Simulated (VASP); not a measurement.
# Cu (Fm-3m) in VASP: notebook

Cu is run at these levels: PBE; tasks: single point.

Program: VASP 6.6.1. These are calculated values, not measurements. Logs are shortened: lines on timing, memory, paths and dates and some standing lists are left out, and cuts for length are marked.

**1. The cell of the first run**

It takes space group Fm-3m (No. 225, cubic). Conventional cell: a = 3.145 Å, b = 3.145 Å, c = 3.145 Å, α = 90.00°, β = 90.00°, γ = 90.00°. Cu (site symmetry m-3m) has 12 Cu at 2.22 Å within 2.9 Å.

**2. Single point, PBE (volume scaled by 0.65)**

INCAR

```
PREC = Accurate
ENCUT = 520
EDIFF = 1E-6
ISMEAR = -1
SIGMA = 0.05
LREAL = F
LASPH = T
NELM = 60
ALGO = Normal
ISIF = 2
LWAVE = F
LCHARG = F
GGA = PE
NBANDS = 12
```

KPOINTS

```
Automatic mesh
0
Gamma
  18 18 18
```

POSCAR

```
Cu
1.0
    0.0000000000      1.5724849656      1.5724849656
    1.5724849656      0.0000000000      1.5724849656
    1.5724849656      1.5724849656      0.0000000000
Cu
1
Direct
    0.0000000000      0.0000000000      0.0000000000
```

Potentials or basis: VASP PAW PBE potentials, release 64 (Cu).

Command:

```console
cat potpaw_PBE.64/Cu/POTCAR > POTCAR
mpirun -np 1 vasp_std > vasp.out
```

OUTCAR:

```text
PREC = Accurate
   ENCUT = 520
   EDIFF = 1E-6
   ISMEAR = -1
   LREAL = F
   LASPH = T
   NELM = 60
   ISIF = 2
   GGA = PE

 ion  position               nearest neighbor table
   1  0.000  0.000  0.000-

  LATTYP: Found a face centered cubic cell.
 ALAT       =     3.1449699312

  Lattice vectors:

 A1 = (   0.0000000000,   1.5724849656,   1.5724849656)
 A2 = (   1.5724849656,   0.0000000000,   1.5724849656)
 A3 = (   1.5724849656,   1.5724849656,   0.0000000000)

Analysis of symmetry for initial positions (statically):
=====================================================================
 Subroutine PRICEL returns:
 Original cell was already a primitive cell.

 Routine SETGRP: Setting up the symmetry group for a
 face centered cubic supercell.

 Subroutine GETGRP returns: Found 48 space group operations
 (whereof 48 operations were pure point group operations)
 out of a pool of 48 trial point group operations.

The static configuration has the point symmetry O_h .

Analysis of symmetry for dynamics (positions and initial velocities):
=====================================================================
 Subroutine PRICEL returns:
 Original cell was already a primitive cell.

 Routine SETGRP: Setting up the symmetry group for a
 face centered cubic supercell.

 Subroutine GETGRP returns: Found 48 space group operations
 (whereof 48 operations were pure point group operations)
 out of a pool of 48 trial point group operations.

The dynamic configuration has the point symmetry O_h .

 Subroutine INISYM returns: Found 48 space group operations
 (whereof 48 operations are pure point group operations),
 and found     1 'primitive' translations

----------------------------------------------------------------------------------------

                                     Primitive cell

  volume of cell :       7.7766

  direct lattice vectors                    reciprocal lattice vectors
     0.000000000  1.572484966  1.572484966    -0.317968064  0.317968064  0.317968064
     1.572484966  0.000000000  1.572484966     0.317968064 -0.317968064  0.317968064
     1.572484966  1.572484966  0.000000000     0.317968064  0.317968064 -0.317968064

  length of vectors
     2.223829565  2.223829565  2.223829565     0.550736842  0.550736842  0.550736842

  position of ions in fractional coordinates (direct lattice)
     0.000000000  0.000000000  0.000000000

  ion indices of the primitive-cell ions
   primitive index   ion index
                 1           1

----------------------------------------------------------------------------------------

 KPOINTS: Automatic mesh

Automatic generation of k-mesh.
 Grid dimensions read from file:
 generate k-points for:   18   18   18

 Generating k-lattice:

  Cartesian coordinates                     Fractional coordinates (reciprocal lattice)
    -0.017664892  0.017664892  0.017664892     0.055555556  0.000000000  0.000000000
     0.017664892 -0.017664892  0.017664892     0.000000000  0.055555556  0.000000000
     0.017664892  0.017664892 -0.017664892     0.000000000  0.000000000  0.055555556

  Length of vectors
     0.030596491  0.030596491  0.030596491

  Shift w.r.t. Gamma in fractional coordinates (k-lattice)
     0.000000000  0.000000000  0.000000000

 Subroutine IBZKPT returns following result:
 ===========================================

 Found    195 irreducible k-points:

 Following reciprocal coordinates:
            Coordinates               Weight
  0.000000  0.000000  0.000000      1.000000
  0.055556  0.000000  0.000000      8.000000
  0.111111  0.000000  0.000000      8.000000
  0.166667  0.000000  0.000000      8.000000
  0.222222  0.000000  0.000000      8.000000
  0.277778  0.000000  0.000000      8.000000
[... 16 lines left out ...]
 -0.277778  0.055556  0.000000     24.000000
 -0.222222  0.055556  0.000000     24.000000
 [... further k-points ...]
   k-points           NKPTS =    195   k-points in BZ     NKDIM =    195   number of bands    NBANDS=     12
   number of dos      NEDOS =    301   number of ions     NIONS =      1
   total plane-waves  NPLWV =   5832
   dimension x,y,z NGX =    18 NGY =   18 NGZ =   18
   dimension x,y,z NGXF=    36 NGYF=   36 NGZF=   36
   ions per type =               1
   NGX,Y,Z   is equivalent  to a cutoff of  13.46, 13.46, 13.46 a.u.
   NGXF,Y,Z  is equivalent  to a cutoff of  26.91, 26.91, 26.91 a.u.
 SYSTEM =  unknown system
   PREC   = accura    normal or accurate (medium, high low for compatibility)
   ISTART =      0    job   : 0-new  1-cont  2-samecut
   ICHARG =      2    charge: 1-file 2-atom 10-const
   ISPIN  =      1    spin polarized calculation?
   LNONCOLLINEAR =      F non collinear calculations
   LSORBIT =      F    spin-orbit coupling
   LASPH  =      T    aspherical Exc in radial PAW
   ENCUT  =  520.0 eV  38.22 Ry    6.18 a.u.   4.13  4.13  4.13*2*pi/ulx,y,z
   NELM   =     60;   NELMIN=  2; NELMDL= -5     # of ELM steps
   EDIFF  = 0.1E-05   stopping-criterion for ELM
   LREAL  =      F    real-space projection
   EDIFFG = 0.1E-04   stopping-criterion for IOM
   NSW    =      0    number of steps for IOM
   IBRION =     -1    ionic relax: 0-MD 1-quasi-New 2-CG
   NFREE  =      0    steps in history (QN), initial steepest desc. (CG)
   ISIF   =      2    stress and relaxation
   ISYM   =      2    0-nonsym 1-usesym 2-fastsym
   POTIM  = 0.5000    time-step for ionic-motion
   TEBEG  =    0.0;   TEEND  =   0.0 temperature during run
   PSTRESS=    0.0 pullay stress
   NELECT =      11.0000    total number of electrons
   NUPDOWN=      -1.0000    fix difference up-down
   EMIN   =  10.00;   EMAX   =-10.00  energy-range for DOS
   EFERMI =   0.00;   METHOD = LEGACY
   ISMEAR =    -1;   SIGMA  =   0.05  broadening in eV -4-tet -1-fermi 0-gaus
   EFERMI_NEDOS =   21; number of points for ismear=-14 and -15
   IALGO  =     38    algorithm
   IMIX   =      4    mixing-type and parameters
     AMIX     =   0.40;   BMIX     =  1.00
     AMIX_MAG =   1.60;   BMIX_MAG =  1.00
  volume/ion in A,a.u.               =       7.78        52.48
  Fermi-wavevector in a.u.,A,eV,Ry     =   1.837705  3.472760 45.949067  3.377161
  Thomas-Fermi vector in A             =   2.890626
   LORBIT       =      0    0 simple, 1 ext, 2 COOP (PROOUT), +10 PAW based schemes
   GGA     = PE    functional components
   LHFCALC =     F    Hartree Fock is set to
   AEXX    =    0.0000 exact exchange contribution
   IVDW    =     0    specifies the selected vdW correction
   LEPSILON=     F    determine dielectric tensor
   LRPA    =     F    only Hartree local field effects (RPA)
 non-spin polarized calculation
  energy-cutoff  :      520.00
  volume of cell :        7.78
 maximum number of plane-waves:       222
 NGX is ok and might be reduce to    18
   NGX =  9   NGY =  9   NGZ =  9

 number of electron      10.9999989 magnetization

 Free energy of the ion-electron system (eV)
  ---------------------------------------------------
  ext. energy  EPLUGINS =         0.00000000
  ---------------------------------------------------
  free energy    TOTEN  =        -2.20211257 eV

  energy without entropy =       -2.20003513  energy(sigma->0) =       -2.20107385

 E-fermi :  14.2400     XC(G=0): -15.3502

 val. band max:       14.1866258637   @ k =   0.5000   0.2222   0.1111
 cond. band min:      14.2468077727   @ k =  -0.2222   0.2778   0.1111
 fundamental gap:      0.0601819089
 Fermi energy:        14.2399598918

 k-point     1 :       0.0000    0.0000    0.0000
  band No.  band energies     occupation
      1       1.0716      2.00000
      2       9.3732      2.00000
      3       9.3732      2.00000
      4       9.3732      2.00000
      5      10.9428      2.00000
      6      10.9428      2.00000
      7      39.7875      0.00000
      8      45.9572      0.00000
      9      45.9572      0.00000
     10      45.9572      0.00000
     11      49.8917      0.00000
     12      49.8917      0.00000

 k-point     2 :       0.0556    0.0000    0.0000
  band No.  band energies     occupation
      1       1.2252      2.00000
      2       9.3238      2.00000
      3       9.4127      2.00000
      4       9.4127      2.00000
      5      10.9244      2.00000
      6      10.9244      2.00000
      7      39.5458      0.00000
      8      44.0966      0.00000
      9      45.7219      0.00000
     10      45.7219      0.00000
     11      50.2539      0.00000
     12      50.2539      0.00000

 k-point     3 :       0.1111    0.0000    0.0000
  band No.  band energies     occupation
      1       1.6776      2.00000
      2       9.1905      2.00000
      3       9.5152      2.00000
      4       9.5152      2.00000
      5      10.8855      2.00000
      6      10.8855      2.00000
      7      38.2076      0.00000
      8      42.0099      0.00000
      9      45.2179      0.00000
     10      45.2179      0.00000
     11      50.7609      0.00000
     12      51.0107      0.00000
[... 286 lines left out ...]
 k-point    23 :      -0.2778    0.0556    0.0000
  band No.  band energies     occupation
      1       4.7863      2.00000
      2       8.8810      2.00000
      3       9.5491      2.00000
      4       9.6372      2.00000
      5      11.0951      2.00000
      6      11.6053      2.00000
      7      28.0950      0.00000
      8      38.4915      0.00000
      9      42.5969      0.00000
     10      46.1747      0.00000
     11      47.3389      0.00000
     12      49.1666      0.00000

 k-point    24 :      -0.2222    0.0556    0.0000
  band No.  band energies     occupation
      1       3.7922      2.00000
      2       8.7871      2.00000
      3       9.6507      2.00000
      4       9.7272      2.00000
      5      10.8243      2.00000
      6      11.2982      2.00000
      7      31.2217      0.00000
      8      38.9962      0.00000
      9      43.2901      0.00000
     10      46.3332      0.00000
     11      49.0310      0.00000
     12      49.0403      0.00000

 [... further k-points ...]
[... 5 lines left out ...]
  --------------------------------------------------------------------------------------
  -------------------------------------------------------------------------------------
  Total        8.6055192      8.6055192      8.6055192     -0.0000000     -0.0000000      0.0000000
  in kB     1772.9568165   1772.9568165   1772.9568165     -0.0000000     -0.0000000      0.0000000
  external PRESSURE =    1772.9568165 kB  Pullay stress =       0.0000000 kB

 VOLUME and BASIS-vectors are now :
 -----------------------------------------------------------------------------
  energy-cutoff  :      520.00
  volume of cell :        7.78
      direct lattice vectors                 reciprocal lattice vectors
     0.000000000  1.572484966  1.572484966    -0.317968064  0.317968064  0.317968064
     1.572484966  0.000000000  1.572484966     0.317968064 -0.317968064  0.317968064
     1.572484966  1.572484966  0.000000000     0.317968064  0.317968064 -0.317968064

 POSITION                                       TOTAL-FORCE (eV/Angst)
 -----------------------------------------------------------------------------------
      0.00000      0.00000      0.00000        -0.000000      0.000000     -0.000000
 -----------------------------------------------------------------------------------
    total drift:                                0.000000     -0.000000      0.000000

  FREE ENERGIE OF THE ION-ELECTRON SYSTEM (eV)
  ---------------------------------------------------
  free  energy   TOTEN  =        -2.2021125711 eV

  energy  without entropy=       -2.2000351338  energy(sigma->0) =       -2.20107385
```

Run time: 12 s. Hardware: 1 thread of AMD EPYC 9R45 (Zen 5), shared host; peak memory 0.1 GiB.

Results:

- Free energy: -2.2021 eV
- Pressure: 177.3 GPa

**3. Single point, PBE (volume scaled by 0.75)**

INCAR

```
SYSTEM = Cu
ALGO = Normal
EDIFF = 1E-7
ENCUT = 520
GGA = PE
ISIF = 2
ISMEAR = -1
LASPH = .True.
LCHARG = .True.
LELF = .True.
LREAL = .False.
LVHAR = .True.
LWAVE = .False.
NBANDS = 12
NELM = 60
PREC = Accurate
SIGMA = 0.05
```

KPOINTS

```
k-points
0
Gamma
  18 18 18
  0 0 0
```

POSCAR

```
Cu
1.0
    0.0000000000      1.6493106784      1.6493106784
    1.6493106784      0.0000000000      1.6493106784
    1.6493106784      1.6493106784      0.0000000000
Cu
1
Direct
    0.0000000000      0.0000000000      0.0000000000
```

Potentials or basis: VASP PAW PBE potentials, release 64 (Cu).

Command:

```console
cat potpaw_PBE.64/Cu/POTCAR > POTCAR
mpirun -np 1 vasp_std > vasp.out
```

OUTCAR:

```text
SYSTEM = Cu
   EDIFF = 1E-7
   ENCUT = 520
   GGA = PE
   ISIF = 2
   ISMEAR = -1
   LASPH = .True.
   LREAL = .False.
   NELM = 60
   PREC = Accurate

 ion  position               nearest neighbor table
   1  0.000  0.000  0.000-

  LATTYP: Found a face centered cubic cell.
 ALAT       =     3.2986213568

  Lattice vectors:

 A1 = (   0.0000000000,   1.6493106784,   1.6493106784)
 A2 = (   1.6493106784,   0.0000000000,   1.6493106784)
 A3 = (   1.6493106784,   1.6493106784,   0.0000000000)

Analysis of symmetry for initial positions (statically):
=====================================================================
 Subroutine PRICEL returns:
 Original cell was already a primitive cell.

 Routine SETGRP: Setting up the symmetry group for a
 face centered cubic supercell.

 Subroutine GETGRP returns: Found 48 space group operations
 (whereof 48 operations were pure point group operations)
 out of a pool of 48 trial point group operations.

The static configuration has the point symmetry O_h .

Analysis of symmetry for dynamics (positions and initial velocities):
=====================================================================
 Subroutine PRICEL returns:
[... 160 lines left out ...]
 Fermi energy:        11.5673559361

 k-point     1 :       0.0000    0.0000    0.0000
  band No.  band energies     occupation
      1      -0.1180      2.00000
      2       7.5001      2.00000
      3       7.5001      2.00000
      4       7.5001      2.00000
      5       8.7586      2.00000
      6       8.7586      2.00000
      7      36.2485      0.00000
      8      41.1521      0.00000
      9      41.1521      0.00000
     10      41.1521      0.00000
     11      44.2913      0.00000
     12      44.2913      0.00000
[... 331 lines left out ...]
 k-point    24 :      -0.2222    0.0556    0.0000
  band No.  band energies     occupation
      1       2.3623      2.00000
      2       7.0324      2.00000
      3       7.7283      2.00000
      4       7.7894      2.00000
      5       8.6718      2.00000
      6       9.0485      2.00000
      7      27.1180      0.00000
      8      34.8106      0.00000
      9      38.6414      0.00000
     10      41.1134      0.00000
     11      43.6513      0.00000
     12      43.9780      0.00000

 [... further k-points ...]
[... 5 lines left out ...]
  --------------------------------------------------------------------------------------
  -------------------------------------------------------------------------------------
  Total        4.6641234      4.6641234      4.6641234     -0.0000000      0.0000000      0.0000000
  in kB      832.8047734    832.8047734    832.8047734     -0.0000000      0.0000000      0.0000000
  external PRESSURE =     832.8047734 kB  Pullay stress =       0.0000000 kB

 VOLUME and BASIS-vectors are now :
 -----------------------------------------------------------------------------
  energy-cutoff  :      520.00
  volume of cell :        8.97
      direct lattice vectors                 reciprocal lattice vectors
     0.000000000  1.649310678  1.649310678    -0.303156953  0.303156953  0.303156953
     1.649310678  0.000000000  1.649310678     0.303156953 -0.303156953  0.303156953
     1.649310678  1.649310678  0.000000000     0.303156953  0.303156953 -0.303156953

 POSITION                                       TOTAL-FORCE (eV/Angst)
 -----------------------------------------------------------------------------------
      0.00000      0.00000      0.00000         0.000000      0.000000      0.000000
 -----------------------------------------------------------------------------------
    total drift:                                0.000000     -0.000000      0.000000

  FREE ENERGIE OF THE ION-ELECTRON SYSTEM (eV)
  ---------------------------------------------------
  free  energy   TOTEN  =        -3.1365077100 eV

  energy  without entropy=       -3.1340208067  energy(sigma->0) =       -3.13526426
```

OSZICAR:

```text
N       E                     dE             d eps       ncg     rms          rms(c)
DAV:   1     0.428831478734E+02    0.42883E+02   -0.54250E+03  5384   0.168E+03
DAV:   2    -0.278120213875E+01   -0.45664E+02   -0.42014E+02  4864   0.218E+02
DAV:   3    -0.407267356749E+01   -0.12915E+01   -0.12875E+01  5348   0.403E+01
DAV:   4    -0.407943388106E+01   -0.67603E-02   -0.67592E-02  5264   0.259E+00
DAV:   5    -0.407948049040E+01   -0.46609E-04   -0.46607E-04  5520   0.220E-01    0.778E+00
DAV:   6    -0.332574860585E+01    0.75373E+00   -0.95960E+00  5572   0.639E+01    0.202E+00
DAV:   7    -0.316052096892E+01    0.16523E+00   -0.10233E+00  5600   0.207E+01    0.878E-01
DAV:   8    -0.313669080048E+01    0.23830E-01   -0.16029E-02  6784   0.165E+00    0.988E-02
DAV:   9    -0.313650386505E+01    0.18694E-03   -0.10803E-03  7184   0.573E-01    0.289E-02
DAV:  10    -0.313651022241E+01   -0.63574E-05   -0.19062E-05  6524   0.740E-02    0.572E-03
DAV:  11    -0.313650777973E+01    0.24427E-05   -0.61900E-07  4864   0.140E-02    0.515E-04
DAV:  12    -0.313650770996E+01    0.69772E-07   -0.21523E-08  3172   0.185E-03
   1 F= -.31365077E+01 E0= -.31352643E+01  d E =-.248690E-02
```

stdout:

```text
POSCAR found type information on POSCAR Cu
 POSCAR found :  1 types and       1 ions
 scaLAPACK will be used
 LDA part: xc-table for (Slater+PW92), standard interpolation
 POSCAR, INCAR and KPOINTS ok, starting setup
 FFT: planning ... GRIDC
 FFT: planning ... GRID_SOFT
 FFT: planning ... GRID
 WAVECAR not read
 entering main loop
```

Run time: 13 s. Hardware: 1 thread of AMD EPYC 9R45 (Zen 5), shared host; peak memory 0.1 GiB.

What came out:

```yaml
Free_energy: -3.1365 eV
Pressure: 83.3 GPa
```

Levels at points of the mesh, in eV from the Fermi level:
| k point | band 3 | band 4 | band 5 | band 6 | band 7 | band 8 | band 9 | band 10 |
| --- | --- | --- | --- | --- | --- | --- | --- | --- |
| (0.00, 0.00, 0.00) | -4.07 | -4.07 | -2.81 | -2.81 | 24.68 | 29.58 | 29.58 | 29.58 |
| (0.50, 0.00, 0.00) | -4.13 | -1.95 | -1.95 | -1.90 | 5.36 | 23.05 | 26.66 | 26.66 |
| (0.50, 0.50, 0.00) | -1.97 | -1.73 | -1.73 | 1.28 | 9.23 | 15.36 | 15.36 | 20.67 |

[end of part 1 of 2]
